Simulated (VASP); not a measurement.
# SnSe2 (P-3m1) in VASP: notebook

SnSe2 is run at these levels: PBEsol; tasks: single point.

All numbers are computed with VASP 6.6.1; they aren't measurements. Logs are shortened: lines on timing, memory, paths and dates and some standing lists are left out, and cuts for length are marked.

## (1) The cell of the first run

It takes space group P-3m1 (No. 164, trigonal). Conventional cell: a = 3.772 Å, b = 3.772 Å, c = 5.654 Å, α = 90.00°, β = 90.00°, γ = 120.00°. Within 3.6 Å of Sn (site symmetry -3m) lie 6 Se at 2.69 Å. Se (site symmetry 3m) has 3 Sn at 2.69 Å and 3 Se at 3.30 Å within 3.6 Å.

## (2) Single point, PBEsol

INCAR reads:

```
SYSTEM = SnSe2
PREC = Accurate
ENCUT = 520
EDIFF = 1E-6
ISMEAR = 0
SIGMA = 0.01
LREAL = .False.
LASPH = .True.
NELM = 80
ALGO = Normal
ISIF = 2
LWAVE = .False.
LCHARG = .False.
GGA = PS
NBANDS = 20
```

KPOINTS reads:

```
Automatic mesh
0
Gamma
  8 8 4
  0 0 0
```

POSCAR reads:

```
SnSe2
1.0
    3.7720135411      0.0000000000      0.0000000000
   -1.8860067706      3.2666595500      0.0000000000
    0.0000000000      0.0000000000      5.6538216294
Sn Se
1 2
Direct
    0.0000000000      0.0000000000      0.0000000000
    0.3333333333      0.6666666667      0.2802401961
    0.6666666667      0.3333333333      0.7197598039
```

Potentials or basis: VASP PAW PBE potentials, release 64 (Sn_d, Se).

The run is started by

```
> cat potpaw_PBE.64/Sn_d/POTCAR potpaw_PBE.64/Se/POTCAR > POTCAR
> mpirun -np 1 vasp_std > vasp.out
```

OUTCAR:

```text
SYSTEM = SnSe2
   PREC = Accurate
   ENCUT = 520
   EDIFF = 1E-6
   ISMEAR = 0
   LREAL = .False.
   LASPH = .True.
   NELM = 80
   ISIF = 2
   GGA = PS

 ion  position               nearest neighbor table
   1  0.000  0.000  0.000-   2 2.69   3 2.69   3 2.69   2 2.69   3 2.69   2 2.69
   2  0.333  0.667  0.280-   1 2.69   1 2.69   1 2.69
   3  0.667  0.333  0.720-   1 2.69   1 2.69   1 2.69

  LATTYP: Found a hexagonal cell.
 ALAT       =     3.7720135411
 C/A-ratio  =     1.4988868857

  Lattice vectors:

 A1 = (   3.7720135411,   0.0000000000,   0.0000000000)
 A2 = (  -1.8860067706,   3.2666595500,   0.0000000000)
 A3 = (   0.0000000000,   0.0000000000,   5.6538216294)

Analysis of symmetry for initial positions (statically):
=====================================================================
 Subroutine PRICEL returns:
 Original cell was already a primitive cell.

 Routine SETGRP: Setting up the symmetry group for a
 hexagonal supercell.

 Subroutine GETGRP returns: Found 12 space group operations
 (whereof 12 operations were pure point group operations)
 out of a pool of 24 trial point group operations.

The static configuration has the point symmetry D_3d.

Analysis of symmetry for dynamics (positions and initial velocities):
=====================================================================
 Subroutine PRICEL returns:
 Original cell was already a primitive cell.

 Routine SETGRP: Setting up the symmetry group for a
 hexagonal supercell.

 Subroutine GETGRP returns: Found 12 space group operations
 (whereof 12 operations were pure point group operations)
 out of a pool of 24 trial point group operations.

The dynamic configuration has the point symmetry D_3d.

 Subroutine INISYM returns: Found 12 space group operations
 (whereof 12 operations are pure point group operations),
 and found     1 'primitive' translations

----------------------------------------------------------------------------------------

                                     Primitive cell

  volume of cell :      69.6657

  direct lattice vectors                    reciprocal lattice vectors
     3.772013541  0.000000000  0.000000000     0.265110395  0.153061558  0.000000000
    -1.886006771  3.266659550  0.000000000     0.000000000  0.306123116  0.000000000
     0.000000000  0.000000000  5.653821629     0.000000000  0.000000000  0.176871516

  length of vectors
     3.772013541  3.772013541  5.653821629     0.306123116  0.306123116  0.176871516

  position of ions in fractional coordinates (direct lattice)
     0.000000000  0.000000000  0.000000000
     0.333333333  0.666666667  0.280240196
     0.666666667  0.333333333  0.719759804

  ion indices of the primitive-cell ions
   primitive index   ion index
                 1           1
                 2           2
                 3           3

----------------------------------------------------------------------------------------

 KPOINTS: Automatic mesh

Automatic generation of k-mesh.
 Grid dimensions read from file:
 generate k-points for:    8    8    4

 Generating k-lattice:

  Cartesian coordinates                     Fractional coordinates (reciprocal lattice)
     0.033138799  0.019132695  0.000000000     0.125000000  0.000000000  0.000000000
     0.000000000  0.038265389  0.000000000     0.000000000  0.125000000  0.000000000
     0.000000000  0.000000000  0.044217879     0.000000000  0.000000000  0.250000000

  Length of vectors
     0.038265389  0.038265389  0.044217879

  Shift w.r.t. Gamma in fractional coordinates (k-lattice)
     0.000000000  0.000000000  0.000000000

 Subroutine IBZKPT returns following result:
 ===========================================

 Found     35 irreducible k-points:

 Following reciprocal coordinates:
            Coordinates               Weight
  0.000000  0.000000  0.000000      1.000000
  0.125000  0.000000  0.000000      6.000000
  0.250000  0.000000  0.000000      6.000000
  0.375000  0.000000  0.000000      6.000000
  0.500000  0.000000  0.000000      3.000000
  0.125000  0.125000  0.000000      6.000000
[... 16 lines left out ...]
 -0.125000  0.500000  0.250000     12.000000
  0.250000  0.250000  0.250000     12.000000
 [... further k-points ...]
   k-points           NKPTS =     35   k-points in BZ     NKDIM =     35   number of bands    NBANDS=     20
   number of dos      NEDOS =    301   number of ions     NIONS =      3
   total plane-waves  NPLWV =  32928
   dimension x,y,z NGX =    28 NGY =   28 NGZ =   42
   dimension x,y,z NGXF=    56 NGYF=   56 NGZF=   84
   ions per type =               1   2
   NGX,Y,Z   is equivalent  to a cutoff of  12.34, 12.34, 12.35 a.u.
   NGXF,Y,Z  is equivalent  to a cutoff of  24.68, 24.68, 24.70 a.u.
 SYSTEM =  SnSe2
   PREC   = accura    normal or accurate (medium, high low for compatibility)
   ISTART =      0    job   : 0-new  1-cont  2-samecut
   ICHARG =      2    charge: 1-file 2-atom 10-const
   ISPIN  =      1    spin polarized calculation?
   LNONCOLLINEAR =      F non collinear calculations
   LSORBIT =      F    spin-orbit coupling
   LASPH  =      T    aspherical Exc in radial PAW
   ENCUT  =  520.0 eV  38.22 Ry    6.18 a.u.   7.01  7.01 10.51*2*pi/ulx,y,z
   NELM   =     80;   NELMIN=  2; NELMDL= -5     # of ELM steps
   EDIFF  = 0.1E-05   stopping-criterion for ELM
   LREAL  =      F    real-space projection
   EDIFFG = 0.1E-04   stopping-criterion for IOM
   NSW    =      0    number of steps for IOM
   IBRION =     -1    ionic relax: 0-MD 1-quasi-New 2-CG
   NFREE  =      0    steps in history (QN), initial steepest desc. (CG)
   ISIF   =      2    stress and relaxation
   ISYM   =      2    0-nonsym 1-usesym 2-fastsym
   POTIM  = 0.5000    time-step for ionic-motion
   TEBEG  =    0.0;   TEEND  =   0.0 temperature during run
   PSTRESS=    0.0 pullay stress
   NELECT =      26.0000    total number of electrons
   NUPDOWN=      -1.0000    fix difference up-down
   EMIN   =  10.00;   EMAX   =-10.00  energy-range for DOS
   EFERMI =   0.00;   METHOD = LEGACY
   ISMEAR =     0;   SIGMA  =   0.01  broadening in eV -4-tet -1-fermi 0-gaus
   EFERMI_NEDOS =   21; number of points for ismear=-14 and -15
   IALGO  =     38    algorithm
   IMIX   =      4    mixing-type and parameters
     AMIX     =   0.40;   BMIX     =  1.00
     AMIX_MAG =   1.60;   BMIX_MAG =  1.00
  volume/ion in A,a.u.               =      23.22       156.71
  Fermi-wavevector in a.u.,A,eV,Ry     =   1.178672  2.227367 18.902126  1.389267
  Thomas-Fermi vector in A             =   2.314996
   LORBIT       =      0    0 simple, 1 ext, 2 COOP (PROOUT), +10 PAW based schemes
   GGA     = PS    functional components
   LHFCALC =     F    Hartree Fock is set to
   AEXX    =    0.0000 exact exchange contribution
   IVDW    =     0    specifies the selected vdW correction
   LEPSILON=     F    determine dielectric tensor
   LRPA    =     F    only Hartree local field effects (RPA)
 non-spin polarized calculation
 Gauss-broadening in eV      SIGMA  =   0.01
  energy-cutoff  :      520.00
  volume of cell :       69.67
 maximum number of plane-waves:      1889
   NGX = 13   NGY = 13   NGZ = 21

 number of electron      25.9999996 magnetization

 Free energy of the ion-electron system (eV)
  ---------------------------------------------------
  ext. energy  EPLUGINS =         0.00000000
  ---------------------------------------------------
  free energy    TOTEN  =       -12.90066116 eV

  energy without entropy =      -12.90066116  energy(sigma->0) =      -12.90066116

 E-fermi :   5.8051     XC(G=0): -10.2459

 val. band max:        5.7052785171   @ k =   0.1250   0.0000   0.0000
 cond. band min:       5.9079987133   @ k =   0.3750   0.2500   0.0000
 fundamental gap:      0.2027201962
 Fermi energy:         5.8051297348

 k-point     1 :       0.0000    0.0000    0.0000
  band No.  band energies     occupation
      1     -15.9358      2.00000
      2     -15.9358      2.00000
      3     -15.8958      2.00000
      4     -15.8797      2.00000
      5     -15.8797      2.00000
      6      -9.0749      2.00000
[... 12 lines left out ...]
     19      14.4348      0.00000
     20      14.4349      0.00000

 k-point     2 :       0.1250    0.0000    0.0000
  band No.  band energies     occupation
      1     -15.9435      2.00000
      2     -15.9294      2.00000
      3     -15.8912      2.00000
      4     -15.8838      2.00000
      5     -15.8788      2.00000
      6      -8.9125      2.00000
[... 12 lines left out ...]
     19      13.2769      0.00000
     20      14.3132      0.00000

 k-point     3 :       0.2500    0.0000    0.0000
  band No.  band energies     occupation
      1     -15.9648      2.00000
      2     -15.9179      2.00000
      3     -15.8955      2.00000
      4     -15.8754      2.00000
      5     -15.8730      2.00000
      6      -8.4481      2.00000
[... 12 lines left out ...]
     19      13.2831      0.00000
     20      14.7811      0.00000

 k-point     4 :       0.3750    0.0000    0.0000
  band No.  band energies     occupation
      1     -15.9878      2.00000
      2     -15.9126      2.00000
      3     -15.9038      2.00000
      4     -15.8612      2.00000
      5     -15.8607      2.00000
      6      -7.7833      2.00000
[... 12 lines left out ...]
     19      14.8718      0.00000
     20      16.4157      0.00000

 k-point     5 :       0.5000    0.0000    0.0000
  band No.  band energies     occupation
      1     -15.9976      2.00000
      2     -15.9119      2.00000
      3     -15.9071      2.00000
      4     -15.8553      2.00000
      5     -15.8541      2.00000
      6      -7.3194      2.00000
[... 12 lines left out ...]
     19      16.0207      0.00000
     20      17.2937      0.00000

 k-point     6 :       0.1250    0.1250    0.0000
  band No.  band energies     occupation
      1     -15.9553      2.00000
      2     -15.9239      2.00000
      3     -15.8896      2.00000
      4     -15.8848      2.00000
      5     -15.8731      2.00000
      6      -8.5981      2.00000
[... 12 lines left out ...]
     19      12.2040      0.00000
     20      14.9923      0.00000

 k-point     7 :       0.2500    0.1250    0.0000
  band No.  band energies     occupation
      1     -15.9735      2.00000
      2     -15.9204      2.00000
      3     -15.8964      2.00000
      4     -15.8760      2.00000
      5     -15.8603      2.00000
      6      -8.0231      2.00000
[... 12 lines left out ...]
     19      12.7159      0.00000
     20      16.1063      0.00000
[... 277 lines left out ...]
 k-point    20 :       0.2500    0.1250    0.2500
  band No.  band energies     occupation
      1     -15.9738      2.00000
      2     -15.9204      2.00000
      3     -15.8965      2.00000
      4     -15.8759      2.00000
      5     -15.8601      2.00000
      6      -7.8596      2.00000
[... 12 lines left out ...]
     19      13.4974      0.00000
     20      15.0555      0.00000

 k-point    21 :      -0.1250    0.3750    0.2500
  band No.  band energies     occupation
      1     -15.9738      2.00000
      2     -15.9204      2.00000
      3     -15.8965      2.00000
      4     -15.8759      2.00000
      5     -15.8601      2.00000
      6      -7.8585      2.00000
[... 12 lines left out ...]
     19      12.7595      0.00000
     20      14.4585      0.00000

 k-point    22 :       0.3750    0.1250    0.2500
  band No.  band energies     occupation
      1     -15.9878      2.00000
      2     -15.9201      2.00000
      3     -15.9013      2.00000
      4     -15.8627      2.00000
      5     -15.8548      2.00000
      6      -7.2581      2.00000
[... 12 lines left out ...]
     19      14.9461      0.00000
     20      16.0526      0.00000

 k-point    23 :      -0.1250    0.5000    0.2500
  band No.  band energies     occupation
      1     -15.9878      2.00000
      2     -15.9201      2.00000
      3     -15.9013      2.00000
      4     -15.8627      2.00000
      5     -15.8548      2.00000
      6      -7.2628      2.00000
[... 12 lines left out ...]
     19      14.4672      0.00000
     20      15.6278      0.00000

 k-point    24 :       0.2500    0.2500    0.2500
  band No.  band energies     occupation
      1     -15.9736      2.00000
      2     -15.9324      2.00000
      3     -15.8910      2.00000
      4     -15.8754      2.00000
      5     -15.8548      2.00000
      6      -7.3025      2.00000
[... 12 lines left out ...]
     19      12.6466      0.00000
     20      15.3345      0.00000

 [... further k-points ...]

------------------------ aborting loop because EDIFF is reached ----------------------------------------

  FORCE on cell =-STRESS in cart. coord.  units (eV):
  Direction    XX          YY          ZZ          XY          YZ          ZX
  --------------------------------------------------------------------------------------
  -------------------------------------------------------------------------------------
  Total        1.7993262      1.7993262      1.7981579     -0.0000000     -0.0000000      0.0000000
  in kB       41.3810269     41.3810269     41.3541588     -0.0000000     -0.0000000      0.0000000
  external PRESSURE =      41.3720708 kB  Pullay stress =       0.0000000 kB

 VOLUME and BASIS-vectors are now :
 -----------------------------------------------------------------------------
  energy-cutoff  :      520.00
  volume of cell :       69.67
      direct lattice vectors                 reciprocal lattice vectors
     3.772013541  0.000000000  0.000000000     0.265110395  0.153061558  0.000000000
    -1.886006771  3.266659550  0.000000000     0.000000000  0.306123116  0.000000000
     0.000000000  0.000000000  5.653821629     0.000000000  0.000000000  0.176871516

 POSITION                                       TOTAL-FORCE (eV/Angst)
 -----------------------------------------------------------------------------------
      0.00000      0.00000      0.00000        -0.000000      0.000000      0.000000
     -0.00000      2.17777      1.58443         0.000000      0.000000      0.021233
      1.88601      1.08889      4.06939        -0.000000     -0.000000     -0.021233
 -----------------------------------------------------------------------------------
    total drift:                               -0.000000     -0.000000     -0.000000

  FREE ENERGIE OF THE ION-ELECTRON SYSTEM (eV)
  ---------------------------------------------------
  free  energy   TOTEN  =       -12.9006611644 eV

  energy  without entropy=      -12.9006611644  energy(sigma->0) =      -12.90066116
```

Wall time 16 s (1 thread of Intel Xeon 6975P-C (Granite Rapids), shared host); peak memory 0.19 GiB.

Results:

| Item | Value |
| --- | --- |
| Free energy | -12.9007 eV |
| Pressure | 4.1 GPa |
| Largest force | 0.021 eV/Å |
| Band gap on the k mesh | 0.20 eV (least direct gap 0.69 eV) |

Forces in eV/Å, atoms in the order of the input:
```
Sn   0.000  0.000  0.000
Se   0.000  0.000  0.021
Se   0.000  0.000 -0.021
```

Caveat: the cell stands under pressure; the PAW data sets were made with another functional, which shifts forces and pressure a little; spin-orbit coupling is left out, which moves the levels of the heavy elements. A k mesh can miss the band edges.

## (3) Single point, PBEsol

This run uses another cell than the first one, of 24.16 Å³/atom.

INCAR reads:

```
PREC     = Accurate       # precision mode
ENCUT    = 520            # plane-wave cutoff, eV
EDIFF    = 1E-6           # SCF threshold, eV
ISMEAR   = 0              # smearing method
SIGMA    = 0.01           # smearing width, eV
LREAL    = False          # projectors in reciprocal space
LASPH    = True           # aspherical terms in the spheres
NELM     = 80             # most SCF steps
ALGO     = Normal         # electronic algorithm
ISIF     = 2              # what is computed and relaxed
LWAVE    = False          # write WAVECAR
LCHARG   = False          # write CHGCAR
GGA      = PS             # functional
NBANDS   = 20             # bands
```

KPOINTS reads:

```
Automatic mesh
0
Gamma
  8 8 4
```

POSCAR reads:

```
SnSe2
1.0
    3.7947892132      0.0000000000      0.0000000000
   -1.8973946066      3.2863838607      0.0000000000
    0.0000000000      0.0000000000      5.8120720223
Sn Se
1 2
Direct
    0.0000000000      0.0000000000      0.0000000000
    0.3333333333      0.6666666667      0.2728494514
    0.6666666667      0.3333333333      0.7271505486
```

Potentials or basis: VASP PAW PBE potentials, release 64 (Sn_d, Se).

The run is started by

```
> cat potpaw_PBE.64/Sn_d/POTCAR potpaw_PBE.64/Se/POTCAR > POTCAR
> mpirun -np 1 vasp_std > vasp.out
```

Wall time 17 s (1 thread of Intel Xeon 6975P-C (Granite Rapids), shared host); peak memory 0.19 GiB.

It converged, with:

- Free energy: -12.9533 eV
- Pressure: 2.1 GPa
- Largest force: 0.021 eV/Å
- Band gap on the k mesh: 0.36 eV (least direct gap 0.73 eV)

Forces on the atoms (eV/Å):
```
Sn   0.000  0.000  0.000
Se   0.000  0.000  0.021
Se   0.000  0.000 -0.021
```

Levels at points of the mesh, in eV from the valence-band top:
| k point | band 9 | band 10 | band 11 | band 12 | band 13 | band 14 | band 15 | band 16 | band 17 | band 18 |
| --- | --- | --- | --- | --- | --- | --- | --- | --- | --- | --- |
| (0.00, 0.00, 0.00) | -0.87 | -0.87 | -0.77 | -0.77 | -0.12 | 0.61 | 2.74 | 4.40 | 4.40 | 7.96 |
| (0.50, 0.00, 0.00) | -4.65 | -3.71 | -2.99 | -2.14 | -0.46 | 1.11 | 3.27 | 4.55 | 4.61 | 6.96 |
| (0.00, 0.00, 0.50) | -2.87 | -1.10 | -1.10 | -0.40 | -0.40 | 2.51 | 2.59 | 3.88 | 3.88 | 6.89 |
| (0.50, 0.00, 0.50) | -5.54 | -2.59 | -2.21 | -1.40 | -1.31 | 0.56 | 3.60 | 4.33 | 5.52 | 6.00 |

Caveat: the PAW data sets were made with another functional, which shifts forces and pressure a little; spin-orbit coupling is left out, which moves the levels of the heavy elements.
